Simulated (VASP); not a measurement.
Write the native input for VASP 6.6.1 that does the following.

```yaml
Task: single point
Functional: PBEsol-based screened hybrid with 25 % exact exchange
Potentials_or_basis: VASP PAW PBE potentials, release 64 (Pb_d, S)
Cutoff: 520 eV
k_mesh: 4 × 4 × 4
Occupations: fermi-dirac, width 0.05 eV
Spin: no spin polarisation
Dipole_correction: no
Grid_for_exact_exchange_PRECFOCK: Normal
Share_of_exact_exchange: 0.25
Further_INCAR_settings: ALGO = Normal; EDIFF = 1e-06; NBANDS = 17
Screening_parameter: 0.207 1/Å
```

Crystal: PbS.

```
Pb S
1.0
     0.00000    3.00478    3.00478
     3.00478    0.00000    3.00478
     3.00478    3.00478    0.00000
Pb S
1 1
Direct
  0.00000 0.00000 0.00000
  0.50000 0.50000 0.50000
```

The input as run:

POSCAR

```
PbS
1.0
    0.0000000000      3.0047775019      3.0047775019
    3.0047775019      0.0000000000      3.0047775019
    3.0047775019      3.0047775019      0.0000000000
Pb S
1 1
Direct
    0.0000000000      0.0000000000      0.0000000000
    0.5000000000      0.5000000000      0.5000000000
```

INCAR.step1

```
PREC = Accurate ; ENCUT = 520
EDIFF = 1E-5 ; ISMEAR = -1
SIGMA = 0.05 ; LREAL = F
LASPH = T ; NELM = 80
ALGO = Normal ; ISIF = 2
LWAVE = T ; LCHARG = F
GGA = PE ; NBANDS = 17
```

INCAR.step2

```
PREC = Accurate ; ENCUT = 520
EDIFF = 1E-6 ; ISMEAR = -1
SIGMA = 0.05 ; LREAL = F
LASPH = T ; NELM = 80
ALGO = Normal ; ISIF = 2
LWAVE = F ; LCHARG = F
GGA = PS ; LHFCALC = T
AEXX = 0.25 ; HFSCREEN = 0.207
PRECFOCK = Normal ; ISTART = 1
NBANDS = 17
```

KPOINTS

```
regular mesh
0
Gamma
  4 4 4
```

Potentials or basis: VASP PAW PBE potentials, release 64 (Pb_d, S).

Launch:

```console
$ cat potpaw_PBE.64/Pb_d/POTCAR potpaw_PBE.64/S/POTCAR > POTCAR
$ cp INCAR.step1 INCAR
$ mpirun -np 1 vasp_std > vasp.out
$ cp INCAR.step2 INCAR
$ mpirun -np 1 vasp_std > vasp.out
```

Results of the run:

```json
{
  "Pressure": "-3.1 GPa",
  "Band gap on the k mesh": "0.86 eV"
}
```

Caveat: the k points lie up to 0.45 Å⁻¹ apart; the PAW data sets were made with another functional, which shifts forces and pressure a little; spin-orbit coupling is left out, which moves the levels of the heavy elements.

It took 3.4 min on 1 thread of Intel(R) Xeon(R) 6975P-C (Granite Rapids), with other jobs on the host, peak memory 0.28 GiB.
